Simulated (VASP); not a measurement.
Here is a VASP 6.6.1 calculation.

Contents of INCAR:

```
SYSTEM = InAs
PREC = Accurate
ENCUT = 520
EDIFF = 1E-7
ISMEAR = 0
SIGMA = 0.01
LREAL = .False.
LASPH = .True.
NELM = 150
ALGO = Normal
ISIF = 2
LWAVE = .False.
LCHARG = .False.
ISPIN = 2
MAGMOM = 0.5 0
LORBIT = 11
GGA = PE
NBANDS = 20
```

Contents of KPOINTS:

```
Automatic mesh
0
Gamma
  8 8 8
  0 0 0
```

File POSCAR:

```
InAs
1.0
    0.0000000000      3.2035361467      3.2035361467
    3.2035361467      0.0000000000      3.2035361467
    3.2035361467      3.2035361467      0.0000000000
In As
1 1
Direct
    0.0000000000      0.0000000000      0.0000000000
    0.7500000000      0.7500000000      0.7500000000
```

Potentials or basis: VASP PAW PBE potentials, release 64 (In_d, As).

Run with:

```sh
$ cat potpaw_PBE.64/In_d/POTCAR potpaw_PBE.64/As/POTCAR > POTCAR
$ mpirun -np 1 vasp_std > vasp.out
```

Question: Estimate the band gap on the k mesh.

Answer: Zero (filled and empty bands touch).

Question: Predict the net moment.

Answer: 0.00 μB per cell.

Question: Estimate the pressure.

Answer: -3.9 GPa.

Caveat: spin-orbit coupling is left out, which moves the levels of the heavy elements.
